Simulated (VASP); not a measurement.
# Ba3B2 (Pm-3m) in VASP: notebook

Ba3B2 is run at these levels: PBE; tasks: single point, relaxation of cell and atoms.

All numbers are computed with VASP 6.6.1; they aren't measurements. Logs are shortened: lines on timing, memory, paths and dates and some standing lists are left out, and cuts for length are marked.

**1. The cell of the first run**

Symmetry: Pm-3m, No. 221, cubic system. The conventional cell has a = 5.675 Å, b = 5.675 Å, c = 5.675 Å, α = 90.00°, β = 90.00°, γ = 90.00°. Ba (site symmetry 4/mmm) has 2 B at 2.84 Å within 3.7 Å. B (site symmetry m-3m) has 6 Ba at 2.84 Å within 3.7 Å. B (site symmetry m-3m) has 12 Ba at 4.01 Å and 8 B at 4.91 Å within 5.3 Å.

The cell was generated, and may not be a known phase.

**2. Single point, PBE**

Contents of INCAR:

```
SYSTEM = Ba3B2
ALGO     = Fast           ! electronic algorithm
EDIFF    = 1E-6           ! SCF threshold, eV
ENCUT    = 520            ! plane-wave cutoff, eV
GGA      = PE             ! functional
ISIF     = 2              ! what is computed and relaxed
ISMEAR   = 0              ! smearing method
LASPH    = .TRUE.         ! aspherical terms in the spheres
LCHARG   = .FALSE.        ! write CHGCAR
LREAL    = .FALSE.        ! projectors in reciprocal space
LWAVE    = .FALSE.        ! write WAVECAR
NBANDS   = 26             ! bands
NELM     = 100            ! most SCF steps
PREC     = Accurate       ! precision mode
SIGMA    = 0.1            ! smearing width, eV
```

Contents of KPOINTS:

```
k-points
0
G
  8 8 8
  0 0 0
```

Contents of POSCAR:

```
Ba3B2
1.0
    5.6746559809      0.0000000000      0.0000000000
    0.0000000000      5.6746559809      0.0000000000
    0.0000000000      0.0000000000      5.6746559809
Ba B
3 2
Direct
    0.5000000000      0.0000000000      0.0000000000
    0.0000000000      0.5000000000      0.0000000000
    0.0000000000      0.0000000000      0.5000000000
    0.0000000000      0.0000000000      0.0000000000
    0.5000000000      0.5000000000      0.5000000000
```

Potentials or basis: VASP PAW PBE potentials, release 64 (Ba_sv, B).

The run is started by

```console
$ cat potpaw_PBE.64/Ba_sv/POTCAR potpaw_PBE.64/B/POTCAR > POTCAR
$ mpirun -np 1 vasp_std > vasp.out
```

OUTCAR:

```text
SYSTEM = Ba3B2
   EDIFF = 1E-6
   ENCUT = 520
   GGA = PE
   ISIF = 2
   ISMEAR = 0
   LASPH = .TRUE.
   LREAL = .FALSE.
   NELM = 100
   PREC = Accurate

 ion  position               nearest neighbor table
   1  0.500  0.000  0.000-   4 2.84   4 2.84   2 4.01   3 4.01   2 4.01   2 4.01   3 4.01   3 4.01
                             3 4.01   2 4.01
   2  0.000  0.500  0.000-   4 2.84   4 2.84   1 4.01   3 4.01   1 4.01   3 4.01   3 4.01   3 4.01
                             1 4.01   1 4.01
   3  0.000  0.000  0.500-   4 2.84   4 2.84   1 4.01   1 4.01   2 4.01   2 4.01   2 4.01   2 4.01
                             1 4.01   1 4.01
   4  0.000  0.000  0.000-   1 2.84   2 2.84   3 2.84   3 2.84   2 2.84   1 2.84
   5  0.500  0.500  0.500-

  LATTYP: Found a simple cubic cell.
 ALAT       =     5.6746559809

  Lattice vectors:

 A1 = (   5.6746559809,   0.0000000000,   0.0000000000)
 A2 = (   0.0000000000,   5.6746559809,   0.0000000000)
 A3 = (   0.0000000000,   0.0000000000,   5.6746559809)

Analysis of symmetry for initial positions (statically):
=====================================================================
 Subroutine PRICEL returns:
 Original cell was already a primitive cell.

 Routine SETGRP: Setting up the symmetry group for a
 simple cubic supercell.

 Subroutine GETGRP returns: Found 48 space group operations
 (whereof 48 operations were pure point group operations)
 out of a pool of 48 trial point group operations.

The static configuration has the point symmetry O_h .

Analysis of symmetry for dynamics (positions and initial velocities):
=====================================================================
 Subroutine PRICEL returns:
 Original cell was already a primitive cell.

 Routine SETGRP: Setting up the symmetry group for a
 simple cubic supercell.

 Subroutine GETGRP returns: Found 48 space group operations
 (whereof 48 operations were pure point group operations)
 out of a pool of 48 trial point group operations.

The dynamic configuration has the point symmetry O_h .

 Subroutine INISYM returns: Found 48 space group operations
 (whereof 48 operations are pure point group operations),
 and found     1 'primitive' translations

----------------------------------------------------------------------------------------

                                     Primitive cell

  volume of cell :     182.7337

  direct lattice vectors                    reciprocal lattice vectors
     5.674655981  0.000000000  0.000000000     0.176222136  0.000000000  0.000000000
     0.000000000  5.674655981  0.000000000     0.000000000  0.176222136  0.000000000
     0.000000000  0.000000000  5.674655981     0.000000000  0.000000000  0.176222136

  length of vectors
     5.674655981  5.674655981  5.674655981     0.176222136  0.176222136  0.176222136

  position of ions in fractional coordinates (direct lattice)
     0.500000000  0.000000000  0.000000000
     0.000000000  0.500000000  0.000000000
     0.000000000  0.000000000  0.500000000
     0.000000000  0.000000000  0.000000000
     0.500000000  0.500000000  0.500000000

  ion indices of the primitive-cell ions
   primitive index   ion index
                 1           1
                 2           2
                 3           3
                 4           4
                 5           5

----------------------------------------------------------------------------------------

 KPOINTS: k-points

Automatic generation of k-mesh.
 Grid dimensions read from file:
 generate k-points for:    8    8    8

 Generating k-lattice:

  Cartesian coordinates                     Fractional coordinates (reciprocal lattice)
     0.022027767  0.000000000  0.000000000     0.125000000  0.000000000  0.000000000
     0.000000000  0.022027767  0.000000000     0.000000000  0.125000000  0.000000000
     0.000000000  0.000000000  0.022027767     0.000000000  0.000000000  0.125000000

  Length of vectors
     0.022027767  0.022027767  0.022027767

  Shift w.r.t. Gamma in fractional coordinates (k-lattice)
     0.000000000  0.000000000  0.000000000

 Subroutine IBZKPT returns following result:
 ===========================================

 Found     35 irreducible k-points:

 Following reciprocal coordinates:
            Coordinates               Weight
  0.000000  0.000000  0.000000      1.000000
  0.125000  0.000000  0.000000      6.000000
  0.250000  0.000000  0.000000      6.000000
  0.375000  0.000000  0.000000      6.000000
  0.500000  0.000000  0.000000      3.000000
  0.125000  0.125000  0.000000     12.000000
[... 16 lines left out ...]
  0.375000  0.375000  0.125000     24.000000
  0.500000  0.375000  0.125000     24.000000
 [... further k-points ...]
   k-points           NKPTS =     35   k-points in BZ     NKDIM =     35   number of bands    NBANDS=     26
   number of dos      NEDOS =    301   number of ions     NIONS =      5
   total plane-waves  NPLWV =  74088
   dimension x,y,z NGX =    42 NGY =   42 NGZ =   42
   dimension x,y,z NGXF=    84 NGYF=   84 NGZF=   84
   ions per type =               3   2
   NGX,Y,Z   is equivalent  to a cutoff of  12.30, 12.30, 12.30 a.u.
   NGXF,Y,Z  is equivalent  to a cutoff of  24.61, 24.61, 24.61 a.u.
 SYSTEM =  Ba3B2
   PREC   = accura    normal or accurate (medium, high low for compatibility)
   ISTART =      0    job   : 0-new  1-cont  2-samecut
   ICHARG =      2    charge: 1-file 2-atom 10-const
   ISPIN  =      1    spin polarized calculation?
   LNONCOLLINEAR =      F non collinear calculations
   LSORBIT =      F    spin-orbit coupling
   LASPH  =      T    aspherical Exc in radial PAW
   ENCUT  =  520.0 eV  38.22 Ry    6.18 a.u.  10.55 10.55 10.55*2*pi/ulx,y,z
   NELM   =    100;   NELMIN=  2; NELMDL= -5     # of ELM steps
   EDIFF  = 0.1E-05   stopping-criterion for ELM
   LREAL  =      F    real-space projection
   EDIFFG = 0.1E-04   stopping-criterion for IOM
   NSW    =      0    number of steps for IOM
   IBRION =     -1    ionic relax: 0-MD 1-quasi-New 2-CG
   NFREE  =      0    steps in history (QN), initial steepest desc. (CG)
   ISIF   =      2    stress and relaxation
   ISYM   =      2    0-nonsym 1-usesym 2-fastsym
   POTIM  = 0.5000    time-step for ionic-motion
   TEBEG  =    0.0;   TEEND  =   0.0 temperature during run
   PSTRESS=    0.0 pullay stress
   NELECT =      36.0000    total number of electrons
   NUPDOWN=      -1.0000    fix difference up-down
   EMIN   =  10.00;   EMAX   =-10.00  energy-range for DOS
   EFERMI =   0.00;   METHOD = LEGACY
   ISMEAR =     0;   SIGMA  =   0.10  broadening in eV -4-tet -1-fermi 0-gaus
   EFERMI_NEDOS =   21; number of points for ismear=-14 and -15
   IALGO  =     68    algorithm
   IMIX   =      4    mixing-type and parameters
     AMIX     =   0.40;   BMIX     =  1.00
     AMIX_MAG =   1.60;   BMIX_MAG =  1.00
  volume/ion in A,a.u.               =      36.55       246.63
  Fermi-wavevector in a.u.,A,eV,Ry     =   0.952583  1.800121 12.346120  0.907414
  Thomas-Fermi vector in A             =   2.081159
   LORBIT       =      0    0 simple, 1 ext, 2 COOP (PROOUT), +10 PAW based schemes
   GGA     = PE    functional components
   LHFCALC =     F    Hartree Fock is set to
   AEXX    =    0.0000 exact exchange contribution
   IVDW    =     0    specifies the selected vdW correction
   LEPSILON=     F    determine dielectric tensor
   LRPA    =     F    only Hartree local field effects (RPA)
 non-spin polarized calculation
 RMM-DIIS sequential band-by-band and
 Gauss-broadening in eV      SIGMA  =   0.10
  energy-cutoff  :      520.00
  volume of cell :      182.73
 maximum number of plane-waves:      4956
   NGX = 21   NGY = 21   NGZ = 21

 number of electron      35.9999995 magnetization

 Free energy of the ion-electron system (eV)
  ---------------------------------------------------
  ext. energy  EPLUGINS =         0.00000000
  ---------------------------------------------------
  free energy    TOTEN  =       -13.46892576 eV

  energy without entropy =      -13.41310467  energy(sigma->0) =      -13.44101522

 E-fermi :   1.8547     XC(G=0):  -8.1319

 val. band max:        1.8512694439   @ k =   0.5000   0.1250   0.0000
 cond. band min:       1.8659730293   @ k =   0.2500   0.2500   0.1250
 fundamental gap:      0.0147035853
 Fermi energy:         1.8547150236

 k-point     1 :       0.0000    0.0000    0.0000
  band No.  band energies     occupation
      1     -26.3521      2.00000
      2     -26.1924      2.00000
      3     -26.1924      2.00000
      4     -11.9825      2.00000
      5     -11.9825      2.00000
      6     -11.9825      2.00000
[... 18 lines left out ...]
     25       3.4062      0.00000
     26       3.4062      0.00000

 k-point     2 :       0.1250    0.0000    0.0000
  band No.  band energies     occupation
      1     -26.3468      2.00000
      2     -26.1978      2.00000
      3     -26.1923      2.00000
      4     -11.9656      2.00000
      5     -11.9656      2.00000
      6     -11.9603      2.00000
[... 18 lines left out ...]
     25       3.5350      0.00000
     26       3.5350      0.00000

 k-point     3 :       0.2500    0.0000    0.0000
  band No.  band energies     occupation
      1     -26.3319      2.00000
      2     -26.2129      2.00000
      3     -26.1921      2.00000
      4     -11.9199      2.00000
      5     -11.9199      2.00000
      6     -11.8941      2.00000
[... 18 lines left out ...]
     25       3.9041      0.00000
     26       4.0340      0.00000

 k-point     4 :       0.3750    0.0000    0.0000
  band No.  band energies     occupation
      1     -26.3118      2.00000
      2     -26.2332      2.00000
      3     -26.1920      2.00000
      4     -11.8630      2.00000
      5     -11.8630      2.00000
      6     -11.7857      2.00000
[... 18 lines left out ...]
     25       4.3800      0.00000
     26       4.3801      0.00000
[... 496 lines left out ...]
      1     -26.2805      2.00000
      2     -26.2454      2.00000
      3     -26.2103      2.00000
      4     -12.0797      2.00000
      5     -11.8031      2.00000
      6     -11.6777      2.00000
[... 18 lines left out ...]
     25       4.4937      0.00000
     26       4.8665      0.00000

 k-point    23 :       0.3750    0.3750    0.1250
  band No.  band energies     occupation
      1     -26.2764      2.00000
      2     -26.2375      2.00000
      3     -26.2222      2.00000
      4     -12.1354      2.00000
      5     -11.8413      2.00000
      6     -11.6807      2.00000
[... 18 lines left out ...]
     25       4.4503      0.00000
     26       5.0275      0.00000

 k-point    24 :       0.5000    0.3750    0.1250
  band No.  band energies     occupation
      1     -26.2643      2.00000
      2     -26.2452      2.00000
      3     -26.2263      2.00000
      4     -12.1538      2.00000
      5     -11.8695      2.00000
      6     -11.6804      2.00000
[... 18 lines left out ...]
     25       4.6270      0.00000
     26       4.7439      0.00000

 [... further k-points ...]
[... 5 lines left out ...]
  --------------------------------------------------------------------------------------
  -------------------------------------------------------------------------------------
  Total        0.5411598      0.5411598      0.5411598      0.0000000     -0.0000000     -0.0000000
  in kB        4.7447957      4.7447957      4.7447957      0.0000000     -0.0000000     -0.0000000
  external PRESSURE =       4.7447957 kB  Pullay stress =       0.0000000 kB

 VOLUME and BASIS-vectors are now :
 -----------------------------------------------------------------------------
  energy-cutoff  :      520.00
  volume of cell :      182.73
      direct lattice vectors                 reciprocal lattice vectors
     5.674655981  0.000000000  0.000000000     0.176222136  0.000000000  0.000000000
     0.000000000  5.674655981  0.000000000     0.000000000  0.176222136  0.000000000
     0.000000000  0.000000000  5.674655981     0.000000000  0.000000000  0.176222136

 POSITION                                       TOTAL-FORCE (eV/Angst)
 -----------------------------------------------------------------------------------
      2.83733      0.00000      0.00000         0.000000      0.000000      0.000000
      0.00000      2.83733      0.00000         0.000000      0.000000      0.000000
      0.00000      0.00000      2.83733         0.000000      0.000000      0.000000
      0.00000      0.00000      0.00000         0.000000      0.000000      0.000000
      2.83733      2.83733      2.83733         0.000000      0.000000      0.000000
 -----------------------------------------------------------------------------------
    total drift:                               -0.000000      0.000000     -0.000000

  FREE ENERGIE OF THE ION-ELECTRON SYSTEM (eV)
  ---------------------------------------------------
  free  energy   TOTEN  =       -13.4689257587 eV

  energy  without entropy=      -13.4131046740  energy(sigma->0) =      -13.44101522
```

Run time: 7 min. Hardware: 1 thread of Intel Xeon 8259CL, shared host; peak memory 0.35 GiB.

Results:

| Quantity | Value |
| --- | --- |
| Free energy | -13.4689 eV |
| Pressure | 0.5 GPa |
| Band gap on the k mesh | zero (bands 18 and 19 overlap by 0.73 eV) |

Caveat: spin-orbit coupling is left out, which moves the levels of the heavy elements.

**3. Relaxation of cell and atoms, PBE**

This run uses another cell than the first one, of 36.92 Å³/atom.

Contents of INCAR:

```
PREC = Accurate ; ENCUT = 600
EDIFF = 1E-6 ; ISMEAR = 0
SIGMA = 0.1 ; LREAL = False
LASPH = True ; NELM = 60
ALGO = Fast ; ISIF = 3
LWAVE = False ; LCHARG = False
GGA = PE ; IBRION = 2
NSW = 100 ; EDIFFG = -0.01
```

Contents of KPOINTS:

```
regular mesh
0
Gamma
  8 8 8
```

Changes to POSCAR since step 2:

```diff
@@ -2,5 +2,5 @@
 1.0
-    5.6746559809      0.0000000000      0.0000000000
-    0.0000000000      5.6746559809      0.0000000000
-    0.0000000000      0.0000000000      5.6746559809
+    5.6938800472      0.0000000000      0.0000000000
+    0.0000000000      5.6938800472      0.0000000000
+    0.0000000000      0.0000000000      5.6938800472
 Ba B
```

Potentials or basis: VASP PAW PBE potentials, release 64 (Ba_sv, B).

The run is started by

```console
$ cat potpaw_PBE.64/Ba_sv/POTCAR potpaw_PBE.64/B/POTCAR > POTCAR
$ mpirun -np 1 vasp_std > vasp.out
```

Run time: 22 min. Hardware: 1 thread of Intel Xeon 8259CL, shared host; peak memory 0.45 GiB.

It converged, with:

- Free energy: -13.4766 eV
- Relaxed volume: 37.46 Å³/atom
- Relaxed cell: a = 5.721 Å, b = 5.721 Å, c = 5.721 Å, α = 90.00°, β = 90.00°, γ = 90.00°
- Space group after relaxing (to 0.1 Å): Pm-3m (No. 221)
- Energy gained by relaxing: 0.4 meV/atom
- Ionic steps: 9
- Pressure after relaxing: 0.0 GPa
- Band gap on the k mesh: zero (bands 18 and 19 overlap by 0.73 eV)

Step by step:
```
step  energy change (eV)  largest force (eV/Å)  pressure (GPa)  volume (Å³)
   1              0.0000                0.0000            0.27       184.60
   2             -0.0024                0.0000           -0.32       186.27
   3             -0.0017                0.0000            0.13       185.99
   4             -0.0018                0.0000            0.12       186.07
   5             -0.0019                0.0000            0.11       186.17
   6             -0.0019                0.0000            0.10       186.22
   7             -0.0020                0.0000            0.07       186.47
   8             -0.0021                0.0000            0.05       186.75
   9             -0.0022                0.0000           -0.01       187.29
```

Final structure:
```
Ba B
1.0
     5.72146    0.00000    0.00000
     0.00000    5.72146    0.00000
     0.00000    0.00000    5.72146
Ba B
3 2
Direct
  0.50000 0.00000 0.00000
  0.00000 0.50000 0.00000
  0.00000 0.00000 0.50000
  0.00000 0.00000 0.00000
  0.50000 0.50000 0.50000
```

Levels at points of the mesh, in eV from the Fermi level:
```
           k point  band 15  band 16  band 17  band 18  band 19  band 20  band 21  band 22
(0.00, 0.00, 0.00)     0.35     0.35     0.50     0.50     0.50     0.65     0.65     0.65
(0.50, 0.00, 0.00)    -1.18    -0.95     0.05     0.05     0.60     0.60     0.82     1.57
(0.50, 0.50, 0.00)    -1.51    -1.51    -0.34    -0.34    -0.23     0.06     2.24     2.24
(0.50, 0.50, 0.50)    -1.85    -1.85    -1.85     0.25     0.25     0.25     1.87     2.02
```

Caveat: spin-orbit coupling is left out, which moves the levels of the heavy elements.
